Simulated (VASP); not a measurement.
Runs of VASP 6.6.1 on Si. The structure is that of space group Fd-3m (No. 227), or close to it. The cells are those of the table. 

| task | cell | k mesh | cutoff (eV) | smearing | gap on the mesh (eV) | pressure (GPa) | relaxed volume (Å³/atom) |
| --- | --- | --- | --- | --- | --- | --- | --- |
| single point | a = 3.849 Å, angles 60.0°, 2 atoms | 6 × 6 × 6 | 520 | gaussian 0.1 eV | (b) | -2.0 | - |
| single point | a = 3.820 Å, angles 60.0°, 2 atoms | 12 × 12 × 12 | 520 | gaussian 0.02 eV | 0.44 | 0.0 | - |
| relaxation of cell and atoms | relaxed from a = 3.820 Å, angles 60.0°, 2 atoms | 12 × 12 × 12 | 600 | gaussian 0.02 eV | 0.44 | 0.0 | 19.71 |
| relaxation of cell and atoms | relaxed from a = 3.849 Å, angles 60.0°, 2 atoms | 8 × 8 × 8 | 600 | gaussian 0.02 eV | (a) | 0.0 | 19.72 |

Alike in all rows: level LDA; potentials or basis VASP PAW LDA potentials, release 64 (Si); no spin polarisation.

Problem. Fill in the values left out.

Solution. (a) 0.49; (b) 0.61.

A k mesh can miss the band edges.
